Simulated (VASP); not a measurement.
Crystal: KTlCr2F6.

```
F K Cr Tl
1.0
     0.00000    4.11123    4.11123
     4.11123    0.00000    4.11123
     4.11123    4.11123    0.00000
F K Cr Tl
6 1 2 1
Cartesian
  1.9323 4.1112 4.1112
  4.1112 1.9323 4.1112
  6.2902 4.1112 4.1112
  4.1112 6.2902 4.1112
  4.1112 4.1112 1.9323
  4.1112 4.1112 6.2902
  4.1112 4.1112 4.1112
  2.0556 2.0556 2.0556
  6.1668 6.1668 6.1668
  0.0000 0.0000 0.0000
```

Base run:

| Property | Result |
| --- | --- |
| Program | VASP 6.6.1 |
| Functional | r2SCAN |
| Dispersion | D3(BJ) |
| Potentials or basis | VASP PAW PBE potentials, release 64 (F, K_sv, Cr_pv, Tl_d) |
| Cutoff | 520 eV |
| k mesh | 4 × 4 × 4 |
| Occupations | fermi-dirac, width 0.0699 eV |
| Spin | no spin polarisation |

Its results: band gap on the k mesh zero (band 44 reaches 5.03 eV, above the bottom of band 45 at 4.89 eV); pressure 34.0 GPa; largest force 3.848 eV/Å.

The run is repeated on the same cell with these changes: dispersion from D3(BJ) to none; further incar settings from ALGO = Normal; EDIFF = 1e-07; NBANDS = 55 to ALGO = Normal; EDIFF = 1e-06; NBANDS = 55. What comes out?

Band gap on the k mesh zero (band 44 reaches 5.03 eV, above the bottom of band 45 at 4.89 eV); pressure 35.0 GPa; largest force 3.848 eV/Å.

Caveats: the PAW data sets were made with another functional, which shifts forces and pressure a little; spin-orbit coupling is left out, which moves the levels of the heavy elements; the run has no spin polarisation, though such a crystal can be magnetic; semilocal functionals often make such compounds metallic where correlation or magnetic order opens a gap, which also shifts bond lengths; three body term missing (some runs); pairwise dispersion overbinds metals, which lowers pressure and volume (some runs).
